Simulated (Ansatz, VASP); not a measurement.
# Two plane-wave programs on AlN

Contents of INCAR:

```
SYSTEM = AlN
  PREC = Accurate
  ENCUT = 520
  EDIFF = 1E-6
  ISMEAR = 0
  SIGMA = 0.05
  LREAL = .FALSE.
  LASPH = .TRUE.
  NELM = 80
  ALGO = Normal
  ISIF = 2
  LWAVE = .FALSE.
  LCHARG = .FALSE.
  GGA = PE
  NBANDS = 36
```

File KPOINTS:

```
regular mesh
0
G
  8 8 2
  0 0 0
```

File POSCAR:

```
AlN
1.0
    2.1839935596     -2.1839935596      0.0000000000
    2.1839935596      0.0000000000     -2.1839935596
   11.3340504498     11.3340504498     11.3340504498
Al N
6 6
Direct
    0.6666666667      0.6666666667      0.0481475879
    0.0000000000      0.0000000000      0.6904579927
    0.3333333333      0.3333333333      0.1766096689
    0.6666666667      0.6666666667      0.4335338308
    0.0000000000      0.0000000000      0.3050717498
    0.3333333333      0.3333333333      0.5619959118
    0.6666666667      0.6666666667      0.3371872701
    1.0000000000      1.0000000000      0.2087251891
    0.3333333333      0.3333333333      0.4656493510
    0.6666666667      0.6666666667      0.7225735129
    0.0000000000      0.0000000000      0.5941114320
    0.3333333333      0.3333333333      0.0802631082
```

Input for Ansatz:

```yaml
crystal:
  lattice:
    - [2.1839935596, -2.1839935596, 0.0]
    - [2.1839935596, 0.0, -2.1839935596]
    - [11.3340504498, 11.3340504498, 11.3340504498]
  atoms:
    - { symbol: Al, position: [0.6666666667, 0.6666666667, 0.0481475879] }
    - { symbol: Al, position: [0.0, 0.0, 0.6904579927] }
    - { symbol: Al, position: [0.3333333333, 0.3333333333, 0.1766096689] }
    - { symbol: Al, position: [0.6666666667, 0.6666666667, 0.4335338308] }
    - { symbol: Al, position: [0.0, 0.0, 0.3050717498] }
    - { symbol: Al, position: [0.3333333333, 0.3333333333, 0.5619959118] }
    - { symbol: "N", position: [0.6666666667, 0.6666666667, 0.3371872701] }
    - { symbol: "N", position: [1.0, 1.0, 0.2087251891] }
    - { symbol: "N", position: [0.3333333333, 0.3333333333, 0.465649351] }
    - { symbol: "N", position: [0.6666666667, 0.6666666667, 0.7225735129] }
    - { symbol: "N", position: [0.0, 0.0, 0.594111432] }
    - { symbol: "N", position: [0.3333333333, 0.3333333333, 0.0802631082] }
basis:
  ecutwfc: 420
kpoints:
  mp_grid: { grid: [8, 8, 2] }
hamiltonian:
  xc: pbe
scf:
  occupations: { method: gaussian, width: 0.05 }
output:
  forces: true
  stress: true
  eigenvalues: true
```

Alike in both runs: task single point; functional PBE; k mesh 8 × 8 × 2; occupations gaussian, width 0.05 eV; no spin polarisation.

|  | VASP | Ansatz |
| --- | --- | --- |
| version | VASP 6.6.1 | Ansatz 0.2.0 |
| potentials or method | VASP PAW PBE potentials, release 64 (Al, N), cutoff 520 eV | scalar-relativistic, plane waves, PAW |
| valence electrons in the cell | 48 | 48 |

```csv
,VASP,Ansatz,Ansatz less VASP
gap on the k mesh at the Fermi level (eV),none,none,-
pressure (GPa),2.9,3.1,+0.18
"traceless stress, the component that is largest in VASP (GPa)",0.60,0.63,+0.024
rms of the force components (eV/Å),0.548,0.549,+0.0004
```

Atom by atom the forces differ by 0.005 eV/Å (rms over components). A gap of «none» marks a metal or a gap that the smearing closes. The functional is the same, so the differences come from potentials, cutoffs and numerics.
